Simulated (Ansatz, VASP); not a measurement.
## Two plane-wave programs on SiC

```
Si C
1.0
     3.09637    0.00000    0.00000
    -1.54819    2.68154    0.00000
     0.00000    0.00000    5.08143
Si C
2 2
Direct
  0.66667 0.33333 0.50000
  0.33333 0.66667 0.00000
  0.66667 0.33333 0.88500
  0.33333 0.66667 0.38500
```

Alike in both runs: task single point; functional revPBE; k mesh 10 × 10 × 5; occupations fermi-dirac, width 0.05 eV; no spin polarisation.

|  | VASP | Ansatz |
| --- | --- | --- |
| version | VASP 6.6.1 | Ansatz 0.2.0 |
| potentials or method | VASP PAW PBE potentials, release 64 (Si, C) | Ansatz PAW |
| plane-wave cutoff (eV) | 520 | 420 |
| valence electrons in the cell | 16 | 16 |

VASP gave:

| Quantity | Value |
| --- | --- |
| gap on the k mesh at the Fermi level (eV) | 2.54 |
| least direct gap on the mesh (eV) | 4.06 |
| pressure (GPa) | 1.4 |
| traceless stress, the component that is largest in VASP (GPa) | -2.88 |
| rms of the force components (eV/Å) | 0.420 |

Problem. Which values does Ansatz return?

Solution. gap on the k mesh at the Fermi level (eV): 2.54; least direct gap on the mesh (eV): 4.07; pressure (GPa): 1.7; traceless stress, the component that is largest in VASP (GPa): -2.90; rms of the force components (eV/Å): 0.421.

VASP's potentials were made for PBE, not for revPBE. Atom by atom the forces differ by 0.001 eV/Å (rms over components).

Noted on Ansatz's run: odd divisions of the mesh miss points on the zone boundary, where band edges often lie, so the gap on the mesh can be too wide.
